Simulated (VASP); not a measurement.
# LiHF2: relaxation of cell and atoms with PBEsol

Crystal: LiHF2.

```
Li H F
1.0
     1.46698    0.84696    4.36669
    -1.46698    0.84696    4.36669
     0.00000   -1.69393    4.36669
Li H F
1 1 2
Cartesian
  0.0000 0.0000 0.0000
  0.0000 0.0000 6.5500
  0.0000 0.0000 5.4143
  0.0000 0.0000 7.6858
```

| Quantity | Value |
| --- | --- |
| Program | VASP 6.6.1 |
| Task | relaxation of cell and atoms |
| Functional | PBEsol |
| Potentials or basis | VASP PAW PBE potentials, release 64 (Li_sv, H, F) |
| Cutoff | 600 eV |
| k mesh | 9 × 9 × 9 |
| Occupations | fermi-dirac, width 0.02 eV |
| Spin | no spin polarisation |
| Dipole correction | no |
| Further INCAR settings | ALGO = Normal; EDIFF = 1e-06; IBRION = 2; EDIFFG = -0.02; NSW = 60; ISIF = 3 |

| Quantity | Value |
| --- | --- |
| Relaxed volume | 8.37 Å³/atom |
| Relaxed cell | a = 4.717 Å, b = 4.717 Å, c = 4.717 Å, α = 36.66°, β = 36.66°, γ = 36.66° |
| Space group after relaxing (to 0.1 Å) | R-3m (No. 166) |
| Energy gained by relaxing | 1.2 meV/atom |
| Ionic steps | 7 |
| Pressure after relaxing | 0.0 GPa |
| Largest force after relaxing | 0.015 eV/Å |
| Band gap on the k mesh | 8.14 eV (least direct gap 8.33 eV) |

Forces in eV/Å, atoms in the order of the input:
```
Li   0.000  0.000  0.000
H    0.000  0.000  0.000
F    0.000  0.000 -0.015
F    0.000  0.000  0.015
```

Stress tensor (GPa, compression positive):
```
 0.13  0.00  0.00
 0.00  0.13  0.00
 0.00  0.00 -0.38
```

Step by step:
```tsv
step	energy change (eV)	largest force (eV/Å)	pressure (GPa)	volume (Å³)
1	0.0000	0.1278	1.81	32.55
2	-0.0017	0.2174	0.11	32.99
3	-0.0023	0.1025	0.68	32.84
4	-0.0040	0.0385	0.34	33.13
5	-0.0046	0.0216	0.04	33.41
6	-0.0046	0.0310	0.00	33.46
7	-0.0048	0.0153	-0.04	33.50
```

Final structure:
```yaml
crystal:
  lattice:
    - [1.48332, 0.85640, 4.39508]
    - [-1.48332, 0.85640, 4.39508]
    - [0.00000, -1.71280, 4.39508]
  atoms:
    - { symbol: Li, position: [0.00000, 0.00000, 0.00000] }
    - { symbol: H, position: [0.50000, 0.50000, 0.50000] }
    - { symbol: F, position: [0.41332, 0.41332, 0.41332] }
    - { symbol: F, position: [0.58668, 0.58668, 0.58668] }
```

Levels at points of the mesh, in eV from the valence-band top:
```csv
k point,band 5,band 6,band 7,band 8,band 9,band 10,band 11,band 12,band 13
"(0.00, 0.00, 0.00)",-0.40,-0.40,-0.29,-0.20,-0.20,8.14,12.90,16.82,18.32
```

It took 8 min on 1 thread of Intel Xeon 8259CL, on a shared host, peak memory 0.26 GiB.

Caveat: the cutoff is under 1.25 times the usual one of these potentials, so pressure, stress and relaxed cells hold a basis-set (Pulay) error; the PAW data sets were made with another functional, which shifts forces and pressure a little. A k mesh can miss the band edges.
